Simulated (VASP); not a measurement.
Set up this calculation in VASP 6.6.1, as the native input.

| Item | Value |
| --- | --- |
| Task | single point |
| Functional | PBE |
| Potentials or basis | VASP PAW PBE potentials, release 64 (Ti_sv, B) |
| Cutoff | 520 eV |
| k mesh | 14 × 14 × 11 |
| Occupations | fermi-dirac, width 0.03 eV |
| Spin | no spin polarisation |
| Dipole correction | no |
| Further INCAR settings | ALGO = Normal; EDIFF = 1e-07; NBANDS = 16 |

The structure of TiB2 lies in POSCAR:

```
TiB2
1.0
    3.0291982016      0.0000000000      0.0000000000
   -1.5145991008      2.6233625957      0.0000000000
    0.0000000000      0.0000000000      3.2284000000
Ti B
1 2
Direct
    0.0000000000      0.0000000000      0.0000000000
    0.3333333333      0.6666666667      0.5000000000
    0.6666666667      0.3333333333      0.5000000000
```

These files were run (other wordings do the same):

INCAR

```
PREC = Accurate
ENCUT = 520
EDIFF = 1E-7
ISMEAR = -1
SIGMA = 0.03
LREAL = F
LASPH = T
NELM = 100
ALGO = Normal
ISIF = 2
LWAVE = F
LCHARG = F
GGA = PE
NBANDS = 16
```

KPOINTS

```
regular mesh
0
Gamma
  14 14 11
```

Potentials or basis: VASP PAW PBE potentials, release 64 (Ti_sv, B).

The run is started by

```sh
$ cat potpaw_PBE.64/Ti_sv/POTCAR potpaw_PBE.64/B/POTCAR > POTCAR
$ mpirun -np 1 vasp_std > vasp.out
```

It gave:

- Pressure: 0.4 GPa
- Band gap on the k mesh: zero (band 9 reaches 10.48 eV, above the bottom of band 10 at 9.85 eV)

Run time: 20 s on 1 thread of Intel(R) Xeon(R) 6975P-C (Granite Rapids), on a shared host, peak memory 0.17 GiB.
